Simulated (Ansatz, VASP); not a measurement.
# One calculation of Re, two programs

File INCAR:

```
SYSTEM = Re
ALGO     = Normal         ! electronic algorithm
EDIFF    = 1E-8           ! SCF threshold, eV
ENCUT    = 520            ! plane-wave cutoff, eV
GGA      = PE             ! functional
ISIF     = 2              ! what is computed and relaxed
ISMEAR   = -1             ! smearing method
LASPH    = .TRUE.         ! aspherical terms in the spheres
LCHARG   = .FALSE.        ! write CHGCAR
LEFG     = .TRUE.       
LREAL    = .FALSE.        ! projectors in reciprocal space
LWAVE    = .FALSE.        ! write WAVECAR
NBANDS   = 10             ! bands
NELM     = 60             ! most SCF steps
PREC     = Accurate       ! precision mode
SIGMA    = 0.03           ! smearing width, eV
```

Contents of KPOINTS:

```
k-points
0
G
  14 14 14
  0 0 0
```

File POSCAR:

```
Re
1.0
    0.0395000000      1.9947500000      1.9947500000
    1.9947500000      0.0395000000      1.9947500000
    1.9947500000      1.9947500000      0.0395000000
Re
1
Direct
    0.0000000000      0.0000000000      0.0000000000
```

Input for Ansatz:

```yaml
crystal:
  lattice:
    - [0.0395, 1.99475, 1.99475]
    - [1.99475, 0.0395, 1.99475]
    - [1.99475, 1.99475, 0.0395]
  atoms:
    - { symbol: Re, position: [0.0, 0.0, 0.0] }
kpoints:
  mp_grid: { grid: [14, 14, 14] }
scf:
  occupations: { method: fermi_dirac, width: 0.03 }
hamiltonian:
  xc: pbe
  pseudopotentials: { kind: all_electron, datasets: crystal }
output:
  forces: true
  stress: true
  eigenvalues: true
  efg: { contact_densities: true }
```

Change from the starting cell: equal xy, yz and zx shear strains of +2 %, crystal datasets.

Alike in both runs: task electric field gradients; functional PBE; k mesh 14 × 14 × 14; occupations fermi-dirac, width 0.03 eV; no spin polarisation.

|  | VASP | Ansatz |
| --- | --- | --- |
| version | VASP 6.6.1 | Ansatz 0.2.0 |
| potentials or method | VASP PAW PBE potentials, release 64 (Re), cutoff 520 eV | all-electron PAW with datasets made for the crystal, scalar-relativistic |

```tsv
	VASP	Ansatz	Ansatz less VASP
pressure (GPa)	-9.3	-8.5	+0.81
traceless stress, the component that is largest in VASP (GPa)	-3.52	-3.57	-0.054
size of Vzz on the site where it differs most (V/Å²)	68.6	59.4	-9.12
```

Ansatz ran all-electron here, and VASP with PAW potentials.

Spin-orbit coupling is off throughout.
